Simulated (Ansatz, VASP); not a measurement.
**Ta: VASP beside Ansatz**

```
Ta
1.0
    -1.27133    1.67384    1.67384
     1.67384   -1.27133    1.67384
     1.67384    1.67384   -1.27133
Ta
1
Direct
  0.00000 0.00000 0.00000
```

Alike in both runs: task single point; functional PBEsol; k mesh 22 × 22 × 22; occupations gaussian, width 0.15 eV; no spin polarisation.

|  | VASP | Ansatz |
| --- | --- | --- |
| version | VASP 6.6.1 | Ansatz 0.2.0 |
| potentials or method | VASP PAW PBE potentials, release 64 (Ta_pv), cutoff 520 eV | scalar-relativistic, plane waves, PAW |
| valence electrons in the cell | 11 | 13 |

```csv
,VASP,Ansatz,Ansatz less VASP
gap on the k mesh at the Fermi level (eV),none,none,-
pressure (GPa),6.5,6.2,-0.30
"traceless stress, the component that is largest in VASP (GPa)",-13.35,-13.37,-0.016
```

VASP's potentials were made for PBE, not for PBEsol. A gap of «none» marks a metal or a gap that the smearing closes. VASP's potentials hold 11 valence electrons a cell and Ansatz's 13, so a difference there can come from the potentials and not from the codes.

Spin-orbit coupling is off throughout.
